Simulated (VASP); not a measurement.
Write the native input for VASP 6.6.1 that does the following.

```yaml
Task: single point
Functional: LDA
Potentials_or_basis: VASP PAW LDA potentials, release 64 (Si, O)
Cutoff: 520 eV
k_mesh: 6 × 6 × 8
Occupations: gaussian, width 0.05 eV
Spin: no spin polarisation
Dipole_correction: no
Further_INCAR_settings: ALGO = Normal; EDIFF = 1e-06; NBANDS = 25
```

The structure of SiO2 lies in POSCAR:

```
SiO2
1.0
    4.1053000000      0.0000000000      0.0000000000
    0.0000000000      4.1053000000      0.0000000000
    0.0000000000      0.0000000000      2.7252000000
Si O
2 4
Direct
    0.5000000000      0.5000000000      0.5000000000
    0.0000000000      0.0000000000      0.0000000000
    0.6944252994      0.6944252994      0.0000000000
    0.1944252994      0.8055747006      0.5000000000
    0.3055747006      0.3055747006      0.0000000000
    0.8055747006      0.1944252994      0.5000000000
```

These files were run (other wordings do the same):

INCAR

```
PREC     = Accurate       # precision mode
ENCUT    = 520            # plane-wave cutoff, eV
EDIFF    = 1E-6           # SCF threshold, eV
ISMEAR   = 0              # smearing method
SIGMA    = 0.05           # smearing width, eV
LREAL    = F              # projectors in reciprocal space
LASPH    = T              # aspherical terms in the spheres
NELM     = 80             # most SCF steps
ALGO     = Normal         # electronic algorithm
ISIF     = 2              # what is computed and relaxed
LWAVE    = F              # write WAVECAR
LCHARG   = F              # write CHGCAR
GGA      = CA             # functional
NBANDS   = 25             # bands
```

KPOINTS

```
regular mesh
0
Gamma
  6 6 8
```

Potentials or basis: VASP PAW LDA potentials, release 64 (Si, O).

Launch:

```console
$ cat potpaw_LDA.64/Si/POTCAR potpaw_LDA.64/O/POTCAR > POTCAR
$ mpirun -np 1 vasp_std > vasp.out
```

It gave:

```json
{"Pressure": "-0.1 GPa", "Largest force": "0.210 eV/Å", "Band gap on the k mesh": "5.68 eV, direct"}
```

Run time: 65 s on 1 thread of AMD EPYC 7R13, on a shared host, peak memory 0.13 GiB.
